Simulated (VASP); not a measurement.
# Mg (Im-3m) in VASP: a series of runs

Runs on Mg. Level: PBE+D3(BJ). Tasks: single point.

Everything below comes from runs of VASP 6.6.1. Logs are shortened: lines on timing, memory, paths and dates and some standing lists are left out, and cuts for length are marked.

## (1) The cell of the first run

The structure is cubic, space group Im-3m (No. 229). Conventional cell: a = 2.953 Å, b = 2.953 Å, c = 2.953 Å, α = 90.00°, β = 90.00°, γ = 90.00°. Mg (site symmetry m-3m) has 14 Mg at 2.56 to 2.95 Å within 3.4 Å.

## (2) Single point, PBE+D3(BJ)

The input, INCAR:

```
SYSTEM = Mg
ALGO     = Normal         ! electronic algorithm
EDIFF    = 1E-6           ! SCF threshold, eV
ENCUT    = 600            ! plane-wave cutoff, eV
GGA      = PE             ! functional
GGA_COMPAT= .False.      
ISIF     = 2              ! what is computed and relaxed
ISMEAR   = -1             ! smearing method
IVDW     = 12             ! dispersion correction
LASPH    = .True.         ! aspherical terms in the spheres
LCHARG   = .False.        ! write CHGCAR
LREAL    = .False.        ! projectors in reciprocal space
LWAVE    = .False.        ! write WAVECAR
NBANDS   = 7              ! bands
NELM     = 120            ! most SCF steps
PREC     = Accurate       ! precision mode
SIGMA    = 0.05           ! smearing width, eV
```

The input, KPOINTS:

```
k-points
0
Gamma
  7 7 7
  0 0 0
```

The input, POSCAR:

```
Mg
1.0
   -1.4765000000      1.4765000000      1.4765000000
    1.4765000000     -1.4765000000      1.4765000000
    1.4765000000      1.4765000000     -1.4765000000
Mg
1
Direct
    0.0000000000      0.0000000000      0.0000000000
```

Potentials or basis: VASP PAW PBE potentials, release 64 (Mg).

Command:

```
cat potpaw_PBE.64/Mg/POTCAR > POTCAR
mpirun -np 1 vasp_std > vasp.out
```

OUTCAR:

```text
SYSTEM = Mg
   EDIFF = 1E-6
   ENCUT = 600
   GGA = PE
   ISIF = 2
   ISMEAR = -1
   IVDW = 12
   LASPH = .True.
   LREAL = .False.
   NELM = 120
   PREC = Accurate
 IVDW          = 12

 ion  position               nearest neighbor table
   1  0.000  0.000  0.000-

  LATTYP: Found a body centered cubic cell.
 ALAT       =     2.9530000000

  Lattice vectors:

 A1 = (  -1.4765000000,   1.4765000000,   1.4765000000)
 A2 = (   1.4765000000,  -1.4765000000,   1.4765000000)
 A3 = (   1.4765000000,   1.4765000000,  -1.4765000000)

Analysis of symmetry for initial positions (statically):
=====================================================================
 Subroutine PRICEL returns:
 Original cell was already a primitive cell.

 Routine SETGRP: Setting up the symmetry group for a
 body centered cubic supercell.

 Subroutine GETGRP returns: Found 48 space group operations
 (whereof 48 operations were pure point group operations)
 out of a pool of 48 trial point group operations.

The static configuration has the point symmetry O_h .

Analysis of symmetry for dynamics (positions and initial velocities):
=====================================================================
 Subroutine PRICEL returns:
 Original cell was already a primitive cell.

 Routine SETGRP: Setting up the symmetry group for a
 body centered cubic supercell.

 Subroutine GETGRP returns: Found 48 space group operations
 (whereof 48 operations were pure point group operations)
 out of a pool of 48 trial point group operations.

The dynamic configuration has the point symmetry O_h .

 Subroutine INISYM returns: Found 48 space group operations
 (whereof 48 operations are pure point group operations),
 and found     1 'primitive' translations

----------------------------------------------------------------------------------------

                                     Primitive cell

  volume of cell :      12.8754

  direct lattice vectors                    reciprocal lattice vectors
    -1.476500000  1.476500000  1.476500000     0.000000000  0.338638673  0.338638673
     1.476500000 -1.476500000  1.476500000     0.338638673  0.000000000  0.338638673
     1.476500000  1.476500000 -1.476500000     0.338638673  0.338638673  0.000000000

  length of vectors
     2.557373017  2.557373017  2.557373017     0.478907403  0.478907403  0.478907403

  position of ions in fractional coordinates (direct lattice)
     0.000000000  0.000000000  0.000000000

  ion indices of the primitive-cell ions
   primitive index   ion index
                 1           1

----------------------------------------------------------------------------------------

 KPOINTS: k-points

Automatic generation of k-mesh.
 Grid dimensions read from file:
 generate k-points for:    7    7    7

 Generating k-lattice:

  Cartesian coordinates                     Fractional coordinates (reciprocal lattice)
     0.000000000  0.048376953  0.048376953     0.142857143  0.000000000  0.000000000
     0.048376953  0.000000000  0.048376953     0.000000000  0.142857143  0.000000000
     0.048376953  0.048376953  0.000000000     0.000000000  0.000000000  0.142857143

  Length of vectors
     0.068415343  0.068415343  0.068415343

  Shift w.r.t. Gamma in fractional coordinates (k-lattice)
     0.000000000  0.000000000  0.000000000

 Subroutine IBZKPT returns following result:
 ===========================================

 Found     20 irreducible k-points:

 Following reciprocal coordinates:
            Coordinates               Weight
  0.000000  0.000000  0.000000      1.000000
  0.142857  0.000000  0.000000     12.000000
  0.285714  0.000000  0.000000     12.000000
  0.428571  0.000000  0.000000     12.000000
  0.142857  0.142857  0.000000     24.000000
  0.285714  0.142857  0.000000     48.000000
[... 12 lines left out ...]
 -0.428571 -0.428571  0.285714      8.000000
 -0.428571  0.428571  0.428571      6.000000
   k-points           NKPTS =     20   k-points in BZ     NKDIM =     20   number of bands    NBANDS=      7
   number of dos      NEDOS =    301   number of ions     NIONS =      1
   total plane-waves  NPLWV =   8000
   dimension x,y,z NGX =    20 NGY =   20 NGZ =   20
   dimension x,y,z NGXF=    40 NGYF=   40 NGZF=   40
   ions per type =               1
   NGX,Y,Z   is equivalent  to a cutoff of  13.00, 13.00, 13.00 a.u.
   NGXF,Y,Z  is equivalent  to a cutoff of  26.00, 26.00, 26.00 a.u.
 SYSTEM =  Mg
   PREC   = accura    normal or accurate (medium, high low for compatibility)
   ISTART =      0    job   : 0-new  1-cont  2-samecut
   ICHARG =      2    charge: 1-file 2-atom 10-const
   ISPIN  =      1    spin polarized calculation?
   LNONCOLLINEAR =      F non collinear calculations
   LSORBIT =      F    spin-orbit coupling
   LASPH  =      T    aspherical Exc in radial PAW
   ENCUT  =  600.0 eV  44.10 Ry    6.64 a.u.   5.11  5.11  5.11*2*pi/ulx,y,z
   NELM   =    120;   NELMIN=  2; NELMDL= -5     # of ELM steps
   EDIFF  = 0.1E-05   stopping-criterion for ELM
   LREAL  =      F    real-space projection
   EDIFFG = 0.1E-04   stopping-criterion for IOM
   NSW    =      0    number of steps for IOM
   IBRION =     -1    ionic relax: 0-MD 1-quasi-New 2-CG
   NFREE  =      0    steps in history (QN), initial steepest desc. (CG)
   ISIF   =      2    stress and relaxation
   ISYM   =      2    0-nonsym 1-usesym 2-fastsym
   POTIM  = 0.5000    time-step for ionic-motion
   TEBEG  =    0.0;   TEEND  =   0.0 temperature during run
   PSTRESS=    0.0 pullay stress
   NELECT =       2.0000    total number of electrons
   NUPDOWN=      -1.0000    fix difference up-down
   EMIN   =  10.00;   EMAX   =-10.00  energy-range for DOS
   EFERMI =   0.00;   METHOD = LEGACY
   ISMEAR =    -1;   SIGMA  =   0.05  broadening in eV -4-tet -1-fermi 0-gaus
   EFERMI_NEDOS =   21; number of points for ismear=-14 and -15
   IALGO  =     38    algorithm
   IMIX   =      4    mixing-type and parameters
     AMIX     =   0.40;   BMIX     =  1.00
     AMIX_MAG =   1.60;   BMIX_MAG =  1.00
  volume/ion in A,a.u.               =      12.88        86.89
  Fermi-wavevector in a.u.,A,eV,Ry     =   0.880031  1.663018 10.537098  0.774455
  Thomas-Fermi vector in A             =   2.000336
   LORBIT       =      0    0 simple, 1 ext, 2 COOP (PROOUT), +10 PAW based schemes
   GGA     = PE    functional components
   LHFCALC =     F    Hartree Fock is set to
   AEXX    =    0.0000 exact exchange contribution
   IVDW    =    12    specifies the selected vdW correction
   LEPSILON=     F    determine dielectric tensor
   LRPA    =     F    only Hartree local field effects (RPA)
 non-spin polarized calculation
  energy-cutoff  :      600.00
  volume of cell :       12.88
 maximum number of plane-waves:       444
   NGX = 11   NGY = 11   NGZ = 11

 number of electron       2.0000000 magnetization

 Free energy of the ion-electron system (eV)
  ---------------------------------------------------
  ext. energy  EPLUGINS =         0.00000000
  ---------------------------------------------------
  free energy    TOTEN  =        -0.28452503 eV

  energy without entropy =       -0.28250377  energy(sigma->0) =       -0.28351440

 E-fermi :   6.2198     XC(G=0): -10.4950

 val. band max:        6.0997450962   @ k =   0.4286   0.1429   0.0000
 cond. band min:       6.9855005048   @ k =   0.2857   0.2857   0.1429
 fundamental gap:      0.8857554086
 Fermi energy:         6.2198386680

 k-point     1 :       0.0000    0.0000    0.0000
  band No.  band energies     occupation
      1      -3.2708      2.00000
      2      24.0325      0.00000
      3      24.0325      0.00000
      4      24.0325      0.00000
      5      26.7602      0.00000
      6      26.7602      0.00000
      7      28.5160      0.00000

 k-point     2 :       0.1429    0.0000    0.0000
  band No.  band energies     occupation
      1      -2.5629      2.00000
      2      19.0900      0.00000
      3      21.5537      0.00000
      4      23.3540      0.00000
      5      24.3627      0.00000
      6      25.4808      0.00000
      7      30.7400      0.00000

 k-point     3 :       0.2857    0.0000    0.0000
  band No.  band energies     occupation
      1      -0.4948      2.00000
      2      12.7346      0.00000
      3      18.9542      0.00000
      4      22.3247      0.00000
      5      22.3337      0.00000
      6      25.0013      0.00000
      7      31.7185      0.00000

 k-point     4 :       0.4286    0.0000    0.0000
  band No.  band energies     occupation
      1       2.7538      2.00000
      2       7.3877      0.00000
      3      17.6031      0.00000
      4      21.3291      0.00000
      5      21.7549      0.00000
      6      24.1892      0.00000
      7      32.7875      0.00000

 k-point     5 :       0.1429    0.1429    0.0000
  band No.  band energies     occupation
      1      -1.1751      2.00000
      2      15.4403      0.00000
      3      17.1054      0.00000
      4      22.0263      0.00000
      5      24.2097      0.00000
      6      26.9521      0.00000
      7      30.7568      0.00000
[... 121 lines left out ...]
 k-point    18 :      -0.4286    0.4286    0.2857
  band No.  band energies     occupation
      1       5.1947      2.00000
      2       9.5484      0.00000
      3      13.9667      0.00000
      4      15.0122      0.00000
      5      19.5227      0.00000
      6      26.4054      0.00000
      7      30.2289      0.00000

 k-point    19 :      -0.4286   -0.4286    0.2857
  band No.  band energies     occupation
      1       8.1250      0.00000
      2       8.1250      0.00000
      3      11.4511      0.00000
      4      17.0087      0.00000
      5      17.0087      0.00000
      6      24.7148      0.00000
      7      31.1202      0.00000

 k-point    20 :      -0.4286    0.4286    0.4286
  band No.  band energies     occupation
      1       8.0339      0.00000
      2      10.8199      0.00000
      3      12.9877      0.00000
      4      12.9877      0.00000
      5      15.0309      0.00000
      6      23.2284      0.00000
      7      36.2143      0.00000

------------------------ aborting loop because EDIFF is reached ----------------------------------------

 Edisp (eV)   -0.51322

 E8    (eV) :    -0.2256

  FORCE on cell =-STRESS in cart. coord.  units (eV):
  Direction    XX          YY          ZZ          XY          YZ          ZX
  --------------------------------------------------------------------------------------
  -------------------------------------------------------------------------------------
  Total       4.55981     4.55981     4.55981     0.00000     0.00000     0.00000
  in kB     567.40975   567.40975   567.40975     0.00000     0.00000     0.00000
  external pressure =      567.41 kB  Pullay stress =        0.00 kB

 VOLUME and BASIS-vectors are now :
 -----------------------------------------------------------------------------
  energy-cutoff  :      600.00
  volume of cell :       12.88
      direct lattice vectors                 reciprocal lattice vectors
    -1.476500000  1.476500000  1.476500000     0.000000000  0.338638673  0.338638673
     1.476500000 -1.476500000  1.476500000     0.338638673  0.000000000  0.338638673
     1.476500000  1.476500000 -1.476500000     0.338638673  0.338638673  0.000000000

 POSITION                                       TOTAL-FORCE (eV/Angst)
 -----------------------------------------------------------------------------------
      0.00000      0.00000      0.00000         0.000000     -0.000000      0.000000
 -----------------------------------------------------------------------------------
    total drift:                                0.000000      0.000000      0.000000

  FREE ENERGIE OF THE ION-ELECTRON SYSTEM (eV)
  ---------------------------------------------------
  free  energy   TOTEN  =        -0.7977448298 eV

  energy  without entropy=       -0.7957235700  energy(sigma->0) =       -0.79673420
```

Wall time 5.7 s (1 thread of Intel Xeon 8259CL, shared host); peak memory 0.13 GiB.

What came out:

* Free energy: -0.7977 eV
* Pressure: 56.7 GPa
* Band gap on the k mesh: zero (band 1 reaches 8.12 eV, above the bottom of band 2 at 6.10 eV)
* Dispersion energy per atom: -0.513 eV

Caveat: the k points lie up to 0.43 Å⁻¹ apart; pairwise dispersion overbinds metals, which lowers pressure and volume.

## (3) Single point, PBE+D3(BJ)

The input, INCAR:

```
ALGO = Normal
EDIFF = 1E-6
ENCUT = 600
GGA = PE
GGA_COMPAT = False
ISIF = 2
ISMEAR = -1
IVDW = 12
LASPH = True
LCHARG = False
LREAL = False
LWAVE = False
NBANDS = 7
NELM = 120
PREC = Accurate
SIGMA = 0.05
```

The input, KPOINTS:

```
k-points
0
Gamma
  8 8 8
```

POSCAR is that of step 2.

Potentials or basis: VASP PAW PBE potentials, release 64 (Mg).

Command:

```
cat potpaw_PBE.64/Mg/POTCAR > POTCAR
mpirun -np 1 vasp_std > vasp.out
```

It took 6.6 s on 1 thread of Intel Xeon 8259CL, shared host; peak memory 0.13 GiB.

It converged, with:

| Quantity | Value |
| --- | --- |
| Free energy | -0.7680 eV |
| Pressure | 56.7 GPa |
| Band gap on the k mesh | zero (band 1 reaches 10.47 eV, above the bottom of band 2 at 5.65 eV) |
| Dispersion energy per atom | -0.513 eV |

Levels at points of the mesh, in eV from the Fermi level:
| k point | band 1 | band 2 | band 3 | band 4 |
| --- | --- | --- | --- | --- |
| (0.00, 0.00, 0.00) | -9.77 | 17.53 | 17.53 | 17.53 |
| (0.50, 0.00, 0.00) | -2.26 | -0.85 | 10.93 | 14.71 |
| (0.50, 0.50, 0.50) | 3.97 | 3.97 | 6.24 | 6.24 |

Caveat: the k points lie up to 0.38 Å⁻¹ apart; pairwise dispersion overbinds metals, which lowers pressure and volume.

## (4) Single point, PBE+D3(BJ)

The input, INCAR:

```
SYSTEM = Mg
ALGO     = Normal         ! electronic algorithm
EDIFF    = 1E-6           ! SCF threshold, eV
ENCUT    = 600            ! plane-wave cutoff, eV
GGA      = PE             ! functional
GGA_COMPAT= .FALSE.      
ISIF     = 2              ! what is computed and relaxed
ISMEAR   = -1             ! smearing method
IVDW     = 12             ! dispersion correction
LASPH    = .TRUE.         ! aspherical terms in the spheres
LCHARG   = .FALSE.        ! write CHGCAR
LREAL    = .FALSE.        ! projectors in reciprocal space
LWAVE    = .FALSE.        ! write WAVECAR
NBANDS   = 7              ! bands
NELM     = 120            ! most SCF steps
PREC     = Accurate       ! precision mode
SIGMA    = 0.05           ! smearing width, eV
```

The input, KPOINTS:

```
k-points
0
G
  11 11 11
  0 0 0
```

POSCAR is that of step 3.

Command:

```
cat potpaw_PBE.64/Mg/POTCAR > POTCAR
mpirun -np 1 vasp_std > vasp.out
```

Wall time 9.3 s (1 thread of Intel Xeon 8259CL, shared host); peak memory 0.13 GiB.

Results (log left out):

```
Free energy                : -0.7696 eV
Pressure                   : 56.8 GPa
Band gap on the k mesh     : zero (band 1 reaches 9.16 eV, above the bottom of band 2 at 5.84 eV)
Dispersion energy per atom : -0.513 eV
```

Levels at points of the mesh, in eV from the Fermi level:
```
           k point  band 1  band 2  band 3  band 4  band 5  band 6
(0.00, 0.00, 0.00)   -9.97   17.33   17.33   17.33   20.06   20.06
```

Caveat: pairwise dispersion overbinds metals, which lowers pressure and volume.

## (5) Single point, PBE+D3(BJ)

The input, INCAR:

```
  PREC = Accurate
  ENCUT = 600
  EDIFF = 1E-6
  ISMEAR = -1
  SIGMA = 0.05
  LREAL = False
  LASPH = True
  NELM = 120
  ALGO = Normal
  ISIF = 2
  LWAVE = False
  LCHARG = True
  GGA = PE
  IVDW = 12
  LELF = True
  LVHAR = True
  NBANDS = 7
  GGA_COMPAT = False
```

The input, KPOINTS:

```
regular mesh
0
Gamma
  13 13 13
```

POSCAR is that of step 4.

Command:

```
cat potpaw_PBE.64/Mg/POTCAR > POTCAR
mpirun -np 1 vasp_std > vasp.out
```

Run time: 12 s. Hardware: 1 thread of Intel Xeon 8259CL, shared host; peak memory 0.14 GiB.

Results (log left out):

- Free energy: -0.7582 eV
- Pressure: 56.7 GPa
- Band gap on the k mesh: zero (band 1 reaches 9.45 eV, above the bottom of band 2 at 5.78 eV)
- Dispersion energy per atom: -0.513 eV

Levels at points of the mesh, in eV from the Fermi level:
```tsv
k point	band 1	band 2	band 3	band 4
(0.00, 0.00, 0.00)	-9.84	17.47	17.47	17.47
```

Caveat: pairwise dispersion overbinds metals, which lowers pressure and volume.

## (6) The runs side by side

```csv
k mesh,gap on the mesh (eV),pressure (GPa)
7 × 7 × 7,none,56.7
8 × 8 × 8,none,56.7
11 × 11 × 11,none,56.8
13 × 13 × 13,none,56.7
```

Alike in all rows: task single point; level PBE+D3(BJ); potentials or basis VASP PAW PBE potentials, release 64 (Mg); no spin polarisation; cell as given; cutoff (eV) 600; smearing fermi-dirac 0.05 eV.

Caveats: some runs use coarse meshes; pairwise dispersion overbinds metals, which lowers pressure and volume.

Total energies depend on the potentials used, so only differences within one code and one set of settings carry meaning.
